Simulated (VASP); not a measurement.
A run of VASP 6.6.1:

Contents of INCAR:

```
SYSTEM = Rh
ALGO = Normal
EDIFF = 1E-6
ENCUT = 520
GGA = PE
ISIF = 2
ISMEAR = -1
LASPH = .True.
LCHARG = .False.
LREAL = .False.
LWAVE = .False.
NBANDS = 14
NELM = 60
PREC = Accurate
SIGMA = 0.08
```

Contents of KPOINTS:

```
k-points
0
Gamma
  16 16 16
  0 0 0
```

Contents of POSCAR:

```
Rh
1.0
    0.0000000000      1.8627319650      1.8627319650
    1.8627319650      0.0000000000      1.8627319650
    1.8627319650      1.8627319650      0.0000000000
Rh
1
Direct
    0.0000000000      0.0000000000      0.0000000000
```

Potentials or basis: VASP PAW PBE potentials, release 64 (Rh_pv).

The run is started by

```bash
$ cat potpaw_PBE.64/Rh_pv/POTCAR > POTCAR
$ mpirun -np 1 vasp_std > vasp.out
```

Hardware: 1 thread of Intel(R) Xeon(R) 6975P-C (Granite Rapids), with other jobs on the host.

Problem. Estimate the wall time of this run.

Solution. Run time: 7.9 s on 1 thread of Intel(R) Xeon(R) 6975P-C (Granite Rapids) (shared host), peak memory 0.14 GiB. Counts: scf iterations 11, k points 145.
